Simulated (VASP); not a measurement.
# SnSe in VASP: further runs

SnSe is run at these levels: PBEsol+D3(BJ); tasks: single point.

Everything below comes from runs of VASP 6.6.1. Logs are shortened: lines on timing, memory, paths and dates and some standing lists are left out, and cuts for length are marked.

### 1 The cell of the first run

The typed cell holds 4 atoms: a = 3.946 Å, b = 3.946 Å, c = 6.403 Å, α = 90.00°, β = 90.00°, γ = 90.00°.

### 2 Single point, PBEsol+D3(BJ)

File INCAR:

```
PREC = Accurate
ENCUT = 520
EDIFF = 1E-6
ISMEAR = 0
SIGMA = 0.03
LREAL = False
LASPH = True
NELM = 100
ALGO = Normal
ISIF = 2
LWAVE = False
LCHARG = False
GGA = PS
IVDW = 12
NBANDS = 28
```

File KPOINTS:

```
regular mesh
0
Gamma
  8 8 6
```

File POSCAR:

```
SnSe
1.0
    3.9456558390      0.0000000000      0.0000000000
    0.0000000000      3.9456558390      0.0000000000
    0.0000000000      0.0000000000      6.4028000000
Sn Se
2 2
Direct
    0.5000000000      0.0000000000      0.2500241371
    0.0000000000      0.5000000000      0.7499758629
    0.5000000000      0.0000000000      0.7499817524
    0.0000000000      0.5000000000      0.2500182476
```

Potentials or basis: VASP PAW PBE potentials, release 64 (Sn_d, Se).

Run with:

```
$ cat potpaw_PBE.64/Sn_d/POTCAR potpaw_PBE.64/Se/POTCAR > POTCAR
$ mpirun -np 1 vasp_std > vasp.out
```

OUTCAR:

```text
PREC = Accurate
   ENCUT = 520
   EDIFF = 1E-6
   ISMEAR = 0
   LREAL = False
   LASPH = True
   NELM = 100
   ISIF = 2
   GGA = PS
   IVDW = 12
 IVDW          = 12

 ion  position               nearest neighbor table
   1  0.500  0.000  0.250-   4 2.79   4 2.79   4 2.79   4 2.79   3 3.20   3 3.20
   2  0.000  0.500  0.750-   3 2.79   3 2.79   3 2.79   3 2.79   4 3.20   4 3.20
   3  0.500  0.000  0.750-   2 2.79   2 2.79   2 2.79   2 2.79   1 3.20   1 3.20
   4  0.000  0.500  0.250-   1 2.79   1 2.79   1 2.79   1 2.79   2 3.20   2 3.20

  LATTYP: Found a simple tetragonal cell.
 ALAT       =     3.9456558390
 C/A-ratio  =     1.6227467020

  Lattice vectors:

 A1 = (   3.9456558390,   0.0000000000,   0.0000000000)
 A2 = (   0.0000000000,   3.9456558390,   0.0000000000)
 A3 = (   0.0000000000,   0.0000000000,   6.4028000000)

Analysis of symmetry for initial positions (statically):
=====================================================================
 Subroutine PRICEL returns:
 Original cell was already a primitive cell.

 Routine SETGRP: Setting up the symmetry group for a
 simple tetragonal supercell.

 Subroutine GETGRP returns: Found 16 space group operations
 (whereof  8 operations were pure point group operations)
 out of a pool of 16 trial point group operations.

The static configuration has the point symmetry D_2d.
 The point group associated with its full space group is D_4h.

Analysis of symmetry for dynamics (positions and initial velocities):
=====================================================================
 Subroutine PRICEL returns:
 Original cell was already a primitive cell.

 Routine SETGRP: Setting up the symmetry group for a
 simple tetragonal supercell.

 Subroutine GETGRP returns: Found 16 space group operations
 (whereof  8 operations were pure point group operations)
 out of a pool of 16 trial point group operations.

The dynamic configuration has the point symmetry D_2d.
 The point group associated with its full space group is D_4h.

 Subroutine INISYM returns: Found 16 space group operations
 (whereof  8 operations are pure point group operations),
 and found     1 'primitive' translations

----------------------------------------------------------------------------------------

                                     Primitive cell

  volume of cell :      99.6801

  direct lattice vectors                    reciprocal lattice vectors
     3.945655839  0.000000000  0.000000000     0.253443291  0.000000000  0.000000000
[... 91 lines left out ...]
   LREAL  =      F    real-space projection
   EDIFFG = 0.1E-04   stopping-criterion for IOM
   NSW    =      0    number of steps for IOM
   IBRION =     -1    ionic relax: 0-MD 1-quasi-New 2-CG
   NFREE  =      0    steps in history (QN), initial steepest desc. (CG)
   ISIF   =      2    stress and relaxation
   ISYM   =      2    0-nonsym 1-usesym 2-fastsym
   POTIM  = 0.5000    time-step for ionic-motion
   TEBEG  =    0.0;   TEEND  =   0.0 temperature during run
   PSTRESS=    0.0 pullay stress
   NELECT =      40.0000    total number of electrons
   NUPDOWN=      -1.0000    fix difference up-down
   EMIN   =  10.00;   EMAX   =-10.00  energy-range for DOS
   EFERMI =   0.00;   METHOD = LEGACY
   ISMEAR =     0;   SIGMA  =   0.03  broadening in eV -4-tet -1-fermi 0-gaus
   EFERMI_NEDOS =   21; number of points for ismear=-14 and -15
   IALGO  =     38    algorithm
   IMIX   =      4    mixing-type and parameters
     AMIX     =   0.40;   BMIX     =  1.00
     AMIX_MAG =   1.60;   BMIX_MAG =  1.00
  volume/ion in A,a.u.               =      24.92       168.17
  Fermi-wavevector in a.u.,A,eV,Ry     =   1.207514  2.281870 19.838508  1.458089
  Thomas-Fermi vector in A             =   2.343149
   LORBIT       =      0    0 simple, 1 ext, 2 COOP (PROOUT), +10 PAW based schemes
   GGA     = PS    functional components
   LHFCALC =     F    Hartree Fock is set to
   AEXX    =    0.0000 exact exchange contribution
   IVDW    =    12    specifies the selected vdW correction
   LEPSILON=     F    determine dielectric tensor
   LRPA    =     F    only Hartree local field effects (RPA)
 non-spin polarized calculation
 Gauss-broadening in eV      SIGMA  =   0.03
  energy-cutoff  :      520.00
  volume of cell :       99.68
 maximum number of plane-waves:      2724
 NGX is ok and might be reduce to    30
   NGX = 15   NGY = 15   NGZ = 23

 number of electron      40.0000005 magnetization

 Free energy of the ion-electron system (eV)
  ---------------------------------------------------
  ext. energy  EPLUGINS =         0.00000000
  ---------------------------------------------------
  free energy    TOTEN  =       -17.35365851 eV

  energy without entropy =      -17.35305418  energy(sigma->0) =      -17.35335635

 E-fermi :   6.7478     XC(G=0): -10.1642

 val. band max:        6.7353445908   @ k =   0.5000   0.0000   0.3333
 cond. band min:       6.7890590335   @ k =   0.5000   0.0000   0.0000
 fundamental gap:      0.0537144427
 Fermi energy:         6.7477715054

 k-point     1 :       0.0000    0.0000    0.0000
  band No.  band energies     occupation
      1     -15.0799      2.00000
      2     -15.0496      2.00000
      3     -15.0139      2.00000
      4     -15.0139      2.00000
      5     -15.0043      2.00000
      6     -14.9980      2.00000
[... 733 lines left out ...]
     27      12.6365      0.00000
     28      12.6365      0.00000

 [... further k-points ...]

------------------------ aborting loop because EDIFF is reached ----------------------------------------

 Edisp (eV)   -1.44687

 E8    (eV) :    -0.9724

  FORCE on cell =-STRESS in cart. coord.  units (eV):
  Direction    XX          YY          ZZ          XY          YZ          ZX
  --------------------------------------------------------------------------------------
  -------------------------------------------------------------------------------------
  Total       5.85406     5.85406    -4.67224     0.00000     0.00000     0.00000
  in kB      94.09340    94.09340   -75.09779     0.00000     0.00000     0.00000
  external pressure =       37.70 kB  Pullay stress =        0.00 kB

 VOLUME and BASIS-vectors are now :
 -----------------------------------------------------------------------------
  energy-cutoff  :      520.00
  volume of cell :       99.68
      direct lattice vectors                 reciprocal lattice vectors
     3.945655839  0.000000000  0.000000000     0.253443291  0.000000000  0.000000000
     0.000000000  3.945655839  0.000000000     0.000000000  0.253443291  0.000000000
     0.000000000  0.000000000  6.402800000     0.000000000  0.000000000  0.156181671

 POSITION                                       TOTAL-FORCE (eV/Angst)
 -----------------------------------------------------------------------------------
      1.97283      0.00000      1.60085         0.000000      0.000000      0.000044
      0.00000      1.97283      4.80195        -0.000000      0.000000     -0.000044
      1.97283      0.00000      4.80198         0.000000      0.000000      0.000011
      0.00000      1.97283      1.60082         0.000000     -0.000000     -0.000011
 -----------------------------------------------------------------------------------
    total drift:                                0.000000      0.000000      0.000000

  FREE ENERGIE OF THE ION-ELECTRON SYSTEM (eV)
  ---------------------------------------------------
  free  energy   TOTEN  =       -18.8005317993 eV

  energy  without entropy=      -18.7999274631  energy(sigma->0) =      -18.80022963
```

OSZICAR:

```text
N       E                     dE             d eps       ncg     rms          rms(c)
DAV:   1     0.371811914517E+03    0.37181E+03   -0.19347E+04  3452   0.188E+03
DAV:   2     0.341390531926E+02   -0.33767E+03   -0.32813E+03  3396   0.491E+02
DAV:   3    -0.152982158158E+02   -0.49437E+02   -0.48364E+02  4016   0.158E+02
DAV:   4    -0.176073435459E+02   -0.23091E+01   -0.22958E+01  3996   0.352E+01
DAV:   5    -0.176592099501E+02   -0.51866E-01   -0.51857E-01  4152   0.588E+00    0.573E+00
DAV:   6    -0.173706086534E+02    0.28860E+00   -0.54376E-01  4532   0.473E+00    0.346E+00
DAV:   7    -0.173561398934E+02    0.14469E-01   -0.19929E-01  4384   0.216E+00    0.107E+00
DAV:   8    -0.173537267578E+02    0.24131E-02   -0.28477E-02  4156   0.123E+00    0.180E-01
DAV:   9    -0.173536587494E+02    0.68008E-04   -0.28758E-03  4020   0.412E-01    0.664E-02
DAV:  10    -0.173536524949E+02    0.62544E-05   -0.29934E-04  4296   0.120E-01    0.263E-02
DAV:  11    -0.173536602792E+02   -0.77842E-05   -0.78541E-05  4484   0.649E-02    0.131E-02
DAV:  12    -0.173536588563E+02    0.14229E-05   -0.63820E-06  3408   0.151E-02    0.645E-03
DAV:  13    -0.173536585140E+02    0.34226E-06   -0.11705E-06  1996   0.620E-03
   1 F= -.18800532E+02 E0= -.18800230E+02  d E =-.604336E-03
```

stdout:

```text
POSCAR found type information on POSCAR SnSe
 POSCAR found :  2 types and       4 ions
 scaLAPACK will be used
 -----------------------------------------------------------------------------
|                                                                             |
|                                                                             |
|     You enforced a specific xc type in the INCAR file but a different       |
|     I HOPE YOU KNOW WHAT YOU ARE DOING!                                     |
|                                                                             |
 -----------------------------------------------------------------------------

 LDA part: xc-table for (Slater+PW92), standard interpolation
 POSCAR, INCAR and KPOINTS ok, starting setup
 FFT: planning ... GRIDC
 FFT: planning ... GRID_SOFT
 FFT: planning ... GRID
 WAVECAR not read
 entering main loop
```

Run time: 97 s. Hardware: 1 thread of Intel Xeon Platinum 8488C (Sapphire Rapids), shared host; peak memory 0.29 GiB.

What came out:

```yaml
Free_energy: -18.8005 eV
Pressure: 3.8 GPa
Band_gap_on_the_k_mesh: zero (band 20 reaches 6.88 eV, above the bottom of band 21 at 6.48 eV)
Dispersion_energy_per_atom: -0.362 eV
```

Levels at points of the mesh, in eV from the Fermi level:
| k point | band 18 | band 19 | band 20 | band 21 | band 22 | band 23 |
| --- | --- | --- | --- | --- | --- | --- |
| (0.00, 0.00, 0.00) | -3.18 | -3.18 | -2.06 | 2.54 | 2.67 | 4.80 |
| (0.50, 0.00, 0.00) | -2.35 | 0.04 | 0.04 | 1.12 | 1.12 | 1.53 |
| (0.50, 0.50, 0.00) | -5.29 | -3.70 | -3.70 | 2.27 | 2.27 | 3.77 |
| (0.00, 0.00, 0.50) | -3.72 | -3.07 | -3.07 | 2.04 | 2.04 | 3.41 |
| (0.50, 0.00, 0.50) | -2.29 | -0.59 | -0.59 | 0.80 | 0.80 | 0.97 |
| (0.50, 0.50, 0.50) | -6.02 | -1.77 | -1.77 | 0.87 | 0.87 | 4.39 |

Caveat: the PAW data sets were made with another functional, which shifts forces and pressure a little; spin-orbit coupling is left out, which moves the levels of the heavy elements; pairwise dispersion overbinds metals, which lowers pressure and volume.

### 3 Single point, PBEsol+D3(BJ)

This run uses another cell than the first one, of 25.16 Å³/atom, 1.010 times its volume.

Edit INCAR of step 2 so:

```diff
@@ -2,3 +2,3 @@
 ENCUT = 520
-EDIFF = 1E-6
+EDIFF = 1E-7
 ISMEAR = 0
@@ -7,3 +7,3 @@
 LASPH = True
-NELM = 100
+NELM = 80
 ALGO = Normal
```

File KPOINTS:

```
Automatic mesh
0
Gamma
  8 8 6
```

File POSCAR:

```
SnSe
1.0
    4.0494591145      0.0000000000      0.0000000000
    0.0000000000      4.0494591145      0.0000000000
    0.0000000000      0.0000000000      6.1384000000
Sn Se
2 2
Direct
    0.5000000000      0.0000000000      0.2500241371
    0.0000000000      0.5000000000      0.7499758629
    0.5000000000      0.0000000000      0.7499817524
    0.0000000000      0.5000000000      0.2500182476
```

Potentials or basis: VASP PAW PBE potentials, release 64 (Sn_d, Se).

Run with:

```
$ cat potpaw_PBE.64/Sn_d/POTCAR potpaw_PBE.64/Se/POTCAR > POTCAR
$ mpirun -np 1 vasp_std > vasp.out
```

It took 1.8 min on 1 thread of Intel Xeon Platinum 8488C (Sapphire Rapids), shared host; peak memory 0.29 GiB.

It converged, with:

```
Free energy                : -19.1997 eV
Pressure                   : 1.1 GPa
Band gap on the k mesh     : zero (band 20 reaches 6.68 eV, above the bottom of band 21 at 6.60 eV)
Dispersion energy per atom : -0.358 eV
```

Stress tensor (GPa, compression positive):
```
 4.23  0.00  0.00
 0.00  4.23  0.00
 0.00  0.00 -5.16
```

Levels at points of the mesh, in eV from the Fermi level:
| k point | band 18 | band 19 | band 20 | band 21 | band 22 | band 23 |
| --- | --- | --- | --- | --- | --- | --- |
| (0.00, 0.00, 0.00) | -2.93 | -2.93 | -2.28 | 2.53 | 3.25 | 4.92 |
| (0.50, 0.00, 0.00) | -2.45 | -0.42 | -0.42 | 1.03 | 1.03 | 1.46 |
| (0.50, 0.50, 0.00) | -4.79 | -3.97 | -3.97 | 2.31 | 2.31 | 4.53 |
| (0.00, 0.00, 0.50) | -3.64 | -2.62 | -2.62 | 1.97 | 1.97 | 3.38 |
| (0.50, 0.00, 0.50) | -2.35 | -0.47 | -0.47 | 0.69 | 0.69 | 0.76 |
| (0.50, 0.50, 0.50) | -5.73 | -1.46 | -1.46 | 1.00 | 1.00 | 4.54 |

Caveat: the PAW data sets were made with another functional, which shifts forces and pressure a little; spin-orbit coupling is left out, which moves the levels of the heavy elements; pairwise dispersion overbinds metals, which lowers pressure and volume.

### 4 Single point, PBEsol+D3(BJ)

This run uses another cell than the first one, of 25.42 Å³/atom, 1.020 times its volume.

File INCAR:

```
PREC = Accurate ; ENCUT = 520
EDIFF = 1E-6 ; ISMEAR = 0
SIGMA = 0.03 ; LREAL = False
LASPH = True ; NELM = 80
ALGO = Normal ; ISIF = 2
LWAVE = False ; LCHARG = False
GGA = PS ; IVDW = 12
NBANDS = 28
```

File KPOINTS:

```
regular mesh
0
Gamma
  8 8 6
```

File POSCAR:

```
SnSe
1.0
    4.3610103623      0.0000000000      0.0000000000
    0.0000000000      4.3610103623      0.0000000000
    0.0000000000      0.0000000000      5.3454000000
Sn Se
2 2
Direct
    0.5000000000      0.0000000000      0.2500241371
    0.0000000000      0.5000000000      0.7499758629
    0.5000000000      0.0000000000      0.7499817524
    0.0000000000      0.5000000000      0.2500182476
```

Run with:

```
$ cat potpaw_PBE.64/Sn_d/POTCAR potpaw_PBE.64/Se/POTCAR > POTCAR
$ mpirun -np 1 vasp_std > vasp.out
```

It took 86 s on 1 thread of Intel Xeon Platinum 8488C (Sapphire Rapids), shared host; peak memory 0.28 GiB.

Results (log left out):

```
Free energy                : -18.5775 eV
Pressure                   : 3.1 GPa
Band gap on the k mesh     : zero (band 20 reaches 6.64 eV, above the bottom of band 21 at 6.47 eV)
Dispersion energy per atom : -0.355 eV
```

Stress tensor (GPa, compression positive):
```
-5.53  0.00  0.00
 0.00 -5.53  0.00
 0.00  0.00 20.30
```

Levels at points of the mesh, in eV from the Fermi level:
| k point | band 16 | band 17 | band 18 | band 19 | band 20 | band 21 | band 22 | band 23 | band 24 | band 25 |
| --- | --- | --- | --- | --- | --- | --- | --- | --- | --- | --- |
| (0.00, 0.00, 0.00) | -4.66 | -4.66 | -3.88 | -2.30 | -2.30 | 1.99 | 3.07 | 3.07 | 4.98 | 4.98 |
| (0.50, 0.00, 0.00) | -5.36 | -3.04 | -3.04 | -1.88 | -1.88 | 1.13 | 1.13 | 1.56 | 1.56 | 4.82 |
| (0.50, 0.50, 0.00) | -6.06 | -5.14 | -5.14 | -3.39 | -3.39 | 2.59 | 2.59 | 3.79 | 3.79 | 5.45 |
| (0.00, 0.00, 0.50) | -3.62 | -3.62 | -3.62 | -0.76 | -0.76 | 2.35 | 2.35 | 3.19 | 3.19 | 3.26 |
| (0.50, 0.00, 0.50) | -2.67 | -2.51 | -2.51 | -0.67 | -0.67 | 0.37 | 0.37 | 0.92 | 0.92 | 1.60 |
| (0.50, 0.50, 0.50) | -5.18 | -5.18 | -5.18 | -0.01 | -0.01 | 1.96 | 1.96 | 3.82 | 3.82 | 3.83 |

Caveat: the PAW data sets were made with another functional, which shifts forces and pressure a little; spin-orbit coupling is left out, which moves the levels of the heavy elements; pairwise dispersion overbinds metals, which lowers pressure and volume.

### 5 Summary

```csv
cell,gap on the mesh (eV),pressure (GPa)
"a = 3.946, b = 3.946, c = 6.403 Å, 4 atoms",none,3.8
"a = 4.049, b = 4.049, c = 6.138 Å, 4 atoms",none,1.1
"a = 4.361, b = 4.361, c = 5.345 Å, 4 atoms",none,3.1
```

Alike in all rows: task single point; level PBEsol+D3(BJ); potentials or basis VASP PAW PBE potentials, release 64 (Sn_d, Se); no spin polarisation; k mesh 8 × 8 × 6; cutoff (eV) 520; smearing gaussian 0.03 eV.

Caveats: the PAW data sets were made with another functional, which shifts forces and pressure a little; spin-orbit coupling is left out, which moves the levels of the heavy elements; pairwise dispersion overbinds metals, which lowers pressure and volume.

Total energies depend on the potentials used, so only differences within one code and one set of settings carry meaning.
